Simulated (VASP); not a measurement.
## Al9O: single point with PBE

The system is Al9O, a slab with vacuum.

```
Al O
1.0
     2.85354    0.00000    0.00000
    -1.42677    2.47124    0.00000
     0.00000    0.00000   34.26056
Al O
9 1
Direct
  0.33333 0.66667 0.11675
  0.00000 0.00000 0.18521
  0.66667 0.33333 0.25367
  0.00000 0.00000 0.32212
  0.33333 0.66667 0.38999
  0.00000 0.00000 0.45782
  0.66667 0.33333 0.52683
  0.00000 0.00000 0.59509
  0.33333 0.66667 0.66434
  0.00000 0.00000 0.68602
```

```json
{
  "Program": "VASP 6.6.1",
  "Task": "single point",
  "Functional": "PBE",
  "Potentials or basis": "VASP PAW PBE potentials, release 64 (Al, O)",
  "Cutoff": "520 eV",
  "k mesh": "9 × 9 × 1",
  "Occupations": "gaussian, width 0.1 eV",
  "Spin": "no spin polarisation"
}
```

```yaml
Largest_force: 0.168 eV/Å
Band_gap_on_the_k_mesh: zero (an odd number of electrons rules out a gap without spin polarisation)
```

Forces on the atoms (eV/Å):
```
Al   0.000  0.000 -0.071
Al   0.000  0.000  0.038
Al   0.000  0.000 -0.045
Al   0.000  0.000  0.032
Al   0.000  0.000 -0.002
Al   0.000  0.000  0.128
Al   0.000  0.000 -0.167
Al   0.000  0.000 -0.072
Al   0.000  0.000  0.168
O    0.000  0.000 -0.010
```

Levels at points of the mesh, in eV from the Fermi level:
```csv
k point,band 11,band 12,band 13,band 14,band 15,band 16,band 17,band 18,band 19,band 20
"(0.00, 0.00, 0.00)",-4.85,-4.85,-4.09,-2.67,-1.19,0.39,1.90,3.18,3.97,4.72
```

Wall time 4.2 min on 1 thread of Intel(R) Xeon(R) Platinum 8488C (Sapphire Rapids), with other jobs on the host, peak memory 0.38 GiB.

Caveat: an odd number of electrons without spin polarisation forces a metal; a magnetic or distorted state may lie lower.
